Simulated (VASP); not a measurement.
**NaH: single point with r2SCAN**

The system is NaH.

```xyz
2
Lattice="-0.1250 2.5971 2.5971 2.5971 -0.1250 2.5971 2.5971 2.5971 -0.1250" Properties=species:S:1:pos:R:3 pbc="T T T"
Na   -0.0238   -0.0238   -0.0238
H     1.2911    1.2911    1.2911
```

This cell differs from its parent crystal: epitaxial 111 strain +4.8%.

- Program: VASP 6.6.1
- Task: single point
- Functional: r2SCAN
- Potentials or basis: VASP PAW PBE potentials, release 64 (Na_pv, H)
- Cutoff: 520 eV
- k mesh: 8 × 8 × 8
- Occupations: gaussian, width 0.01 eV
- Spin: no spin polarisation

```yaml
Pressure: -1.2 GPa
Largest_force: 0.005 eV/Å
Band_gap_on_the_k_mesh: 3.87 eV (least direct gap 4.59 eV)
```

Forces in eV/Å, atoms in the order of the input:
```
Na   0.003  0.003  0.003
H   -0.003 -0.003 -0.003
```

Stress tensor (GPa, compression positive):
```
-1.20  0.53  0.53
 0.53 -1.20  0.53
 0.53  0.53 -1.20
```

Levels at points of the mesh, in eV from the valence-band top:
| k point | band 1 | band 2 | band 3 | band 4 | band 5 | band 6 | band 7 | band 8 | band 9 |
| --- | --- | --- | --- | --- | --- | --- | --- | --- | --- |
| (0.00, 0.00, 0.00) | -22.94 | -22.93 | -22.93 | -2.63 | 8.42 | 12.96 | 12.96 | 14.22 | 15.92 |
| (0.50, 0.00, 0.00) | -22.97 | -22.94 | -22.94 | -0.72 | 3.87 | 11.12 | 12.63 | 13.24 | 14.34 |
| (0.50, 0.50, 0.00) | -22.97 | -22.95 | -22.95 | -0.07 | 5.44 | 7.68 | 9.50 | 10.53 | 12.89 |
| (0.50, 0.50, 0.50) | -22.98 | -22.94 | -22.94 | -0.42 | 4.31 | 10.82 | 12.18 | 12.18 | 13.89 |

It took 52 s on 1 thread of Intel(R) Xeon(R) 6975P-C (Granite Rapids), with other jobs on the host, peak memory 0.17 GiB.

Caveat: the cell differs from its parent crystal (epitaxial 111 strain +4.8%); the structure was generated, so it needn't be the stable form of NaH; the PAW data sets were made with another functional, which shifts forces and pressure a little. A k mesh can miss the band edges.
